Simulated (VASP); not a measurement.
# C: single point with r2SCAN

C, a slab with vacuum:

```
C
1.0
     2.50434    0.00000    0.00000
    -1.25217    2.16882    0.00000
     0.00000    0.00000    8.69098
C
2
Direct
  0.66667 0.33333 0.00000
  0.33333 0.66667 0.00000
```

* Program: VASP 6.6.1
* Task: single point
* Functional: r2SCAN
* Potentials or basis: VASP PAW PBE potentials, release 64 (C)
* Cutoff: 520 eV
* k mesh: 12 × 12 × 3
* Occupations: fermi-dirac, width 0.05 eV
* Spin: no spin polarisation

| Quantity | Value |
| --- | --- |
| Band gap on the k mesh | zero (filled and empty bands touch) |

Levels at points of the mesh, in eV from the Fermi level:
```
           k point  band 1  band 2  band 3  band 4  band 5  band 6  band 7  band 8  band 9
(0.00, 0.00, 0.00)  -20.38   -7.74   -3.25   -3.25    3.58    5.91    7.35    8.33    8.33
(0.50, 0.00, 0.00)  -15.12  -13.72   -6.67   -2.42    1.78    7.17   11.36   11.45   13.01
```

Wall time 72 s on 1 thread of Intel(R) Xeon(R) Platinum 8488C (Sapphire Rapids) (shared host), peak memory 0.16 GiB.
